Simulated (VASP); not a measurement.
The system is Ba2IBrF2.

```
Ba I Br F
1.0
     4.62336    0.00000    0.00000
     0.00000    4.62336    0.00000
     0.00000    0.00000    7.99139
Ba I Br F
2 1 1 2
Direct
  0.50000 0.50000 0.82740
  0.00000 0.00000 0.18519
  0.00000 0.00000 0.64139
  0.50000 0.50000 0.34010
  0.50000 0.00000 0.00296
  0.00000 0.50000 0.00296
```

| Item | Value |
| --- | --- |
| Program | VASP 6.6.1 |
| Task | relaxation of cell and atoms |
| Functional | PBEsol |
| Potentials or basis | VASP PAW PBE potentials, release 64 (Ba_sv, I, Br, F) |
| Cutoff | 600 eV |
| k mesh | 6 × 6 × 4 |
| Occupations | gaussian, width 0.02 eV |
| Spin | no spin polarisation |

At the start: pressure -2.3 GPa; volume 28.47 Å³/atom.

How do energy, volume and symmetry change on relaxing?

Over 16 steps the energy falls by 13.1 meV/atom and the volume is 26.78 Å³/atom (-5.9 %); space group P4mm (No. 99, to 0.1 Å) before and after.

Step by step:
| step | energy change (eV) | largest force (eV/Å) | pressure (GPa) | volume (Å³) |
| --- | --- | --- | --- | --- |
| 1 | 0.0000 | 0.1950 | -2.26 | 170.82 |
| 2 | -0.0756 | 0.1198 | -0.04 | 161.07 |
| 3 | -0.0756 | 0.1215 | -0.02 | 161.00 |
| 4 | -0.0768 | 0.0888 | -0.01 | 160.84 |
| 5 | -0.0781 | 0.0292 | 0.00 | 160.55 |
| 6 | -0.0782 | 0.0274 | 0.01 | 160.42 |
| 7 | -0.0783 | 0.0198 | 0.00 | 160.46 |
| 8 | -0.0784 | 0.0110 | -0.01 | 160.54 |
| 9 | -0.0784 | 0.0088 | 0.02 | 160.47 |
| 10 | -0.0784 | 0.0076 | 0.03 | 160.44 |
| 11 | -0.0784 | 0.0068 | 0.03 | 160.47 |
| 12 | -0.0784 | 0.0064 | 0.02 | 160.56 |
| 13 | -0.0785 | 0.0070 | -0.01 | 160.76 |
| 14 | -0.0785 | 0.0068 | 0.00 | 160.70 |
| 15 | -0.0785 | 0.0069 | 0.00 | 160.69 |
| 16 | -0.0785 | 0.0045 | 0.00 | 160.69 |

Final structure:
```
CELL_PARAMETERS angstrom
4.52950 0.00000 0.00000
0.00000 4.52950 0.00000
0.00000 0.00000 7.83248
ATOMIC_POSITIONS crystal
Ba 0.50000 0.50000 0.82890
Ba 0.00000 0.00000 0.18757
I 0.00000 0.00000 0.63950
Br 0.50000 0.50000 0.33645
F 0.50000 0.00000 0.00379
F 0.00000 0.50000 0.00379
```

Caveat: the PAW data sets were made with another functional, which shifts forces and pressure a little.
